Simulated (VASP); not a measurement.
A run of VASP 6.6.1 is set up as follows.

Contents of INCAR:

```
PREC     = Accurate       # precision mode
ENCUT    = 520            # plane-wave cutoff, eV
EDIFF    = 1E-6           # SCF threshold, eV
ISMEAR   = 0              # smearing method
SIGMA    = 0.05           # smearing width, eV
LREAL    = F              # projectors in reciprocal space
LASPH    = T              # aspherical terms in the spheres
NELM     = 150            # most SCF steps
ALGO     = Normal         # electronic algorithm
ISIF     = 2              # what is computed and relaxed
LWAVE    = F              # write WAVECAR
LCHARG   = T              # write CHGCAR
ISPIN    = 2              # spin polarisation
MAGMOM   = 0.05 0 0       # initial moments
LORBIT   = 11             # projections on sites
LMAXMIX  = 4              # l up to which the mixer works
GGA      = PS             # functional
IVDW     = 12             # dispersion correction
LELF     = T              # ELF
LVHAR    = T            
NBANDS   = 20             # bands
```

Contents of KPOINTS:

```
Automatic mesh
0
Gamma
  8 8 8
```

The input POSCAR:

```
CoSi2
1.0
    0.0000000000      2.6152406900      2.6152406900
    2.6152406900      0.0000000000      2.6152406900
    2.6152406900      2.6152406900      0.0000000000
Co Si
1 2
Direct
    0.0000000000      0.0000000000      0.0000000000
    0.2500000000      0.2500000000      0.2500000000
    0.7500000000      0.7500000000      0.7500000000
```

Potentials or basis: VASP PAW PBE potentials, release 64 (Co, Si).

Run with:

```sh
$ cat potpaw_PBE.64/Co/POTCAR potpaw_PBE.64/Si/POTCAR > POTCAR
$ mpirun -np 1 vasp_std > vasp.out
```

Problem. What does it give for the pressure?

Solution. 4.5 GPa.

Problem. Predict the dispersion energy per atom.

Solution. -0.415 eV.

Problem. Predict the net moment.

Solution. 0.00 μB per cell.

Caveat: the PAW data sets were made with another functional, which shifts forces and pressure a little; pairwise dispersion overbinds metals, which lowers pressure and volume.
